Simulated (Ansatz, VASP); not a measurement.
BaTiO3: VASP beside Ansatz

Contents of INCAR:

```
SYSTEM = BaTiO3
  ALGO = Normal
  EDIFF = 1E-6
  ENCUT = 520
  GGA = PE
  ISIF = 2
  ISMEAR = 0
  LASPH = .TRUE.
  LCHARG = .FALSE.
  LREAL = .FALSE.
  LWAVE = .FALSE.
  NBANDS = 28
  NELM = 60
  PREC = Accurate
  SIGMA = 0.05
```

File KPOINTS:

```
k-points
0
G
  8 8 6
  0 0 0
```

File POSCAR:

```
BaTiO3
1.0
    3.9853536613      0.0000000000      0.0000000000
    0.0000000000      3.9853536613      0.0000000000
    0.0000000000      0.0000000000      4.0757530286
Ba Ti O
1 1 3
Direct
    0.0000000000      0.0000000000      0.9863187693
    0.5000000000      0.5000000000      0.4690806688
    0.5000000000      0.5000000000      0.0378497747
    0.5000000000      0.0000000000      0.5173753936
    0.0000000000      0.5000000000      0.5173753936
```

Input for Ansatz:

```yaml
crystal:
  lattice:
    - [3.9853536613, 0.0, 0.0]
    - [0.0, 3.9853536613, 0.0]
    - [0.0, 0.0, 4.0757530286]
  atoms:
    - { symbol: Ba, position: [0.0, 0.0, 0.9863187693] }
    - { symbol: Ti, position: [0.5, 0.5, 0.4690806688] }
    - { symbol: O, position: [0.5, 0.5, 0.0378497747] }
    - { symbol: O, position: [0.5, 0.0, 0.5173753936] }
    - { symbol: O, position: [0.0, 0.5, 0.5173753936] }
basis:
  ecutwfc: 420
kpoints:
  mp_grid: { grid: [8, 8, 6] }
hamiltonian:
  xc: pbe
scf:
  occupations: { method: gaussian, width: 0.05 }
output:
  forces: true
  stress: true
  eigenvalues: true
```

Change from the starting cell: strain +0.000 along x and y, -0.030 along z, atoms carried along.

Alike in both runs: task single point; functional PBE; k mesh 8 × 8 × 6; occupations gaussian, width 0.05 eV; no spin polarisation.

|  | VASP | Ansatz |
| --- | --- | --- |
| version | VASP 6.6.1 | Ansatz 0.2.0 |
| potentials or method | VASP PAW PBE potentials, release 64 (Ba_sv, Ti_sv, O), cutoff 520 eV | scalar-relativistic, plane waves, PAW |
| valence electrons in the cell | 40 | 40 |

```tsv
	VASP	Ansatz	Ansatz less VASP
gap on the k mesh at the Fermi level (eV)	1.87	1.93	+0.066
least direct gap on the mesh (eV)	2.37	2.42	+0.040
pressure (GPa)	6.9	5.2	-1.77
traceless stress, the component that is largest in VASP (GPa)	4.20	4.03	-0.169
rms of the force components (eV/Å)	0.405	0.364	-0.0406
```

Atom by atom the forces differ by 0.044 eV/Å (rms over components). The functional is the same, so the differences come from potentials, cutoffs and numerics.

Spin-orbit coupling is off throughout.
